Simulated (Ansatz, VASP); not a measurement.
# One calculation of MgS, two programs

Contents of POSCAR:

```
MgS
1.0
    0.0000000000      2.8591856096      2.8591856096
    2.8591856096      0.0000000000      2.8591856096
    2.8591856096      2.8591856096      0.0000000000
Mg S
1 1
Direct
    0.0000000000      0.0000000000      0.0000000000
    0.2500000000      0.2500000000      0.2500000000
```

The input INCAR.step1:

```
PREC = Accurate ; ENCUT = 520
EDIFF = 1E-5 ; ISMEAR = 0
SIGMA = 0.01 ; LREAL = F
LASPH = T ; NELM = 80
ALGO = Normal ; ISIF = 2
LWAVE = T ; LCHARG = F
GGA = PE ; NBANDS = 11
```

INCAR.step2

```
PREC = Accurate ; ENCUT = 520
EDIFF = 1E-7 ; ISMEAR = 0
SIGMA = 0.01 ; LREAL = F
LASPH = T ; NELM = 80
ALGO = Normal ; ISIF = 2
LWAVE = F ; LCHARG = F
GGA = PE ; LHFCALC = T
HFSCREEN = 0.2079 ; PRECFOCK = Normal
ISTART = 1 ; NBANDS = 11
```

KPOINTS

```
regular mesh
0
Gamma
  6 6 6
```

Input for Ansatz:

```yaml
crystal:
  lattice:
    - [0.0, 2.8591856096, 2.8591856096]
    - [2.8591856096, 0.0, 2.8591856096]
    - [2.8591856096, 2.8591856096, 0.0]
  atoms:
    - { symbol: Mg, position: [0.0, 0.0, 0.0] }
    - { symbol: S, position: [0.25, 0.25, 0.25] }
kpoints:
  mp_grid: { grid: [6, 6, 6] }
  band_path:
    path:
      - [0.0, 0.0, 0.0]
      - [-0.5, -0.5, 0.0]
      - [-0.375, -0.375, 0.25]
      - [-0.375, 0.0, 0.375]
      - [0.0, 0.0, 0.5]
      - [-0.5, -0.25, 0.25]
    npoints: 1
hamiltonian:
  xc: hse06
scf:
  occupations: { method: fixed }
  n_extra_bands: 4
output:
  forces: true
  stress: true
  eigenvalues: true
  write_density: true
  write_potential: true
  elf: true
  volumetric_format: npy
```

Change from the starting cell: hydrostatic strain +1.0%.

Alike in both runs: task single point; functional HSE06; k mesh 6 × 6 × 6; no spin polarisation.

|  | VASP | Ansatz |
| --- | --- | --- |
| version | VASP 6.6.1 | Ansatz 0.2.0 |
| potentials or method | VASP PAW PBE potentials, release 64 (Mg, S) | plane waves, PAW |
| plane-wave cutoff (eV) | 520 | 420 |
| occupations | gaussian, width 0.01 eV | fixed |
| valence electrons in the cell | 8 | 16 |

|  | VASP | Ansatz | Ansatz less VASP |
| --- | --- | --- | --- |
| gap on the k mesh at the Fermi level (eV) | 4.35 | 4.37 | +0.017 |
| pressure (GPa) | -1.8 | -1.6 | +0.17 |

VASP's potentials hold 8 valence electrons a cell and Ansatz's 16, so a difference there can come from the potentials and not from the codes. Ansatz's warnings: stress exchange threshold loose, stress scf threshold loose.
